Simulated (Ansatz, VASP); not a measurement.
# One calculation of C, two programs

```
CELL_PARAMETERS angstrom
2.49870 0.00000 0.00000
-1.24935 2.16394 0.00000
0.00000 0.00000 3.58842
ATOMIC_POSITIONS crystal
C 0.33803 0.67606 0.00000
C 0.66197 0.32394 0.00000
```

Change from the starting cell: mode 6 frozen in at +0.020 Å, equal normal strain along x, y and z +0.0167.

Alike in both runs: task single point; functional PBEsol; dispersion D3(BJ); k mesh 21 × 21 × 12; occupations gaussian, width 0.15 eV; no spin polarisation.

```csv
,VASP,Ansatz
version,VASP 6.6.1,Ansatz 0.2.0
potentials or method,"VASP PAW PBE potentials, release 64 (C), cutoff 520 eV","scalar-relativistic, plane waves, PAW"
valence electrons in the cell,8,8
```

Ansatz gave:

* gap on the k mesh at the Fermi level (eV): none
* pressure (GPa): -12.0
* traceless stress, the component that is largest in VASP (GPa): 11.64
* rms of the force components (eV/Å): 1.198

Task: What did VASP give for the same quantities?

Result: gap on the k mesh at the Fermi level (eV): none; pressure (GPa): -11.4; traceless stress, the component that is largest in VASP (GPa): 10.95; rms of the force components (eV/Å): 1.203.

VASP's potentials were made for PBE, not for PBEsol, and Ansatz warns of the same on its side. Atom by atom the forces differ by 0.005 eV/Å (rms over components). A gap of «none» marks a metal or a gap that the smearing closes.
